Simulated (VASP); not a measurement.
A run of VASP 6.6.1:

The input INCAR:

```
PREC = Accurate
ENCUT = 600
EDIFF = 1E-6
ISMEAR = 0
SIGMA = 0.1
LREAL = False
LASPH = True
NELM = 80
ALGO = Normal
ISIF = 3
LWAVE = False
LCHARG = False
GGA = PE
IBRION = 2
NSW = 90
EDIFFG = -0.04
```

The input KPOINTS:

```
Automatic mesh
0
Gamma
  6 6 4
```

File POSCAR:

```
Li2H7
1.0
    2.0468971000     -3.5981762900      0.0000000000
    2.0468971000      3.5981762900      0.0000000000
   -1.5258644500      0.0000000000      5.2898261800
Li H
2 7
Direct
    0.8934290400      0.8934290400      0.2283421200
    0.1065709600      0.1065709600      0.7716578800
    0.0000000000      0.5000000000      0.5000000000
    0.5000000000      0.0000000000      0.5000000000
    0.5364056200      0.2070907600      0.1551254200
    0.4635943800      0.7929092400      0.8448745800
    0.7929092400      0.4635943800      0.8448745800
    0.2070907600      0.5364056200      0.1551254200
    0.5000000000      0.5000000000      0.5000000000
```

Potentials or basis: VASP PAW PBE potentials, release 64 (Li_sv, H).

The run is started by

```console
$ cat potpaw_PBE.64/Li_sv/POTCAR potpaw_PBE.64/H/POTCAR > POTCAR
$ mpirun -np 1 vasp_std > vasp.out
```

Hardware: 1 thread of AMD EPYC 9R45 96-Core Processor (Zen 5), on a shared host.

Question: Estimate the wall time of this run.

Answer: Wall time 14 min on 1 thread of AMD EPYC 9R45 96-Core Processor (Zen 5), with other jobs on the host, peak memory 0.22 GiB. Counts: scf iterations 379, k points 47, ion steps 59.
